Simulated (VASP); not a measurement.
Write the native input for VASP 6.6.1 that does the following.

* Task: single point
* Functional: PBEsol
* Dispersion: D3(BJ)
* Potentials or basis: VASP PAW PBE potentials, release 64 (Si, O)
* Cutoff: 520 eV
* k mesh: 2 × 2 × 2, shifted
* Occupations: fermi-dirac, width 0.05 eV
* Spin: collinear spin
* Starting moments: [0.0, 0.667, 0.0, 0.667, 0.0, 0.667, 0.0, 0.0, 0.0, 0.0, 0.0, 0.0, 0.0, 0.0, 0.0, 0.0] μB
* Dipole correction: no
* Further INCAR settings: LREAL = Auto; ALGO = Normal; EDIFF = 1e-07; NBANDS = 60

The structure of Si3O5 (a cell with a defect) lies in POSCAR:

```
Si3O5
1.0
    9.9016390000      0.0000000000      0.0000000000
   -2.4754100000      4.2875350000      0.0000000000
    0.0000000000      0.0000000000      5.4429400000
Si O
6 10
Direct
    0.2435170000      0.9807030000      0.3537410000
    0.7158180000      0.9815030000      0.3405560000
    0.9975920000      0.4526940000      0.7104970000
    0.4851380000      0.4860500000      0.6959920000
    0.2554570000      0.5342570000      0.9725150000
    0.7427560000      0.5280480000      0.0208210000
    0.2133670000      0.2543490000      0.1998000000
    0.3713620000      0.0934020000      0.5417350000
    0.8632320000      0.1435340000      0.5511040000
    0.4314770000      0.5704860000      0.8503810000
    0.9391650000      0.6115480000      0.8775040000
    0.1433120000      0.4263700000      0.7943500000
    0.6305530000      0.4080390000      0.7778450000
    0.0486820000      0.7113430000      0.4455830000
    0.3008680000      0.8775830000      0.1144770000
    0.7979700000      0.8513340000      0.1012030000
```

The input as run:

INCAR

```
SYSTEM = Si3O5
PREC = Accurate
ENCUT = 520
EDIFF = 1E-7
ISMEAR = -1
SIGMA = 0.05
LREAL = Auto
LASPH = .True.
NELM = 150
ALGO = Normal
ISIF = 2
LWAVE = .False.
LCHARG = .False.
ISPIN = 2
MAGMOM = 0 0.667 0 0.667 0 0.667 0 0 0 0 0 0 0 0 0 0
LORBIT = 11
GGA = PS
IVDW = 12
NBANDS = 60
```

KPOINTS

```
Automatic mesh
0
Gamma
  2 2 2
  0.5 0.5 0.5
```

Potentials or basis: VASP PAW PBE potentials, release 64 (Si, O).

Launch:

```bash
$ cat potpaw_PBE.64/Si/POTCAR potpaw_PBE.64/O/POTCAR > POTCAR
$ mpirun -np 1 vasp_std > vasp.out
```

It gave:

```json
{
 "Pressure": "11.9 GPa",
 "Largest force": "54.494 eV/Å",
 "Band gap on the k mesh": "1.45 eV",
 "Net moment": "0.00 μB per cell",
 "Valence electrons inside the program's atomic spheres": "Si 1.66, 1.44, 1.69, 2.14, 1.75, 1.65; O 5.09, 5.17, 5.12, 5.63, 5.46, 5.13, 5.01, 5.18, 5.21 (each value once)",
 "Dispersion energy per atom": "-0.116 eV"
}
```

Caveat: the k points lie up to 0.63 Å⁻¹ apart; atoms lie so close that the PAW spheres overlap strongly, which falsifies energies and pressures; the PAW data sets were made with another functional, which shifts forces and pressure a little.

Run time: 2.1 min on 1 thread of AMD EPYC 9R45 96-Core Processor (Zen 5), with other jobs on the host, peak memory 0.41 GiB.
